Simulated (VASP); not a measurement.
Input of a VASP 6.6.1 run:

The input INCAR:

```
SYSTEM = Al3Bi2As
PREC = Accurate
ENCUT = 520
EDIFF = 1E-7
ISMEAR = -1
SIGMA = 0.02
LREAL = .False.
LASPH = .True.
NELM = 100
ALGO = Normal
ISIF = 2
LWAVE = .False.
LCHARG = .False.
GGA = PS
NBANDS = 31
```

Contents of KPOINTS:

```
Automatic mesh
0
Gamma
  6 6 6
  0 0 0
```

Contents of POSCAR:

```
Al3Bi2As
1.0
   -2.1676147771      6.5005296143      3.0611084737
    2.1676147771     -6.5005296143      3.0611084737
    2.1676147771      6.5005296143     -3.0611084737
As Al Bi
1 3 2
Direct
    0.0033937697      0.0033937697      0.0000000000
    0.2194291772      0.7194291772      0.5000000000
    0.6119950377      0.7656391011      0.8463559366
    0.9192831646      0.7656391011      0.1536440634
    0.3328461746     -0.0020505746      0.3348967492
    0.6630526762     -0.0020505746      0.6651032508
```

Potentials or basis: VASP PAW PBE potentials, release 64 (As, Al, Bi_d).

Run with:

```sh
$ cat potpaw_PBE.64/As/POTCAR potpaw_PBE.64/Al/POTCAR potpaw_PBE.64/Bi_d/POTCAR > POTCAR
$ mpirun -np 1 vasp_std > vasp.out
```

Task: What does it give for the largest force?

Result: 0.042 eV/Å.

Task: Estimate the pressure.

Result: -0.3 GPa.

Forces in eV/Å, atoms in the order of the input:
```
As   0.000  0.000  0.042
Al   0.000  0.000 -0.008
Al   0.000 -0.016 -0.002
Al   0.000  0.016 -0.002
Bi   0.000 -0.013 -0.015
Bi   0.000  0.013 -0.015
```

Caveat: the PAW data sets were made with another functional, which shifts forces and pressure a little.
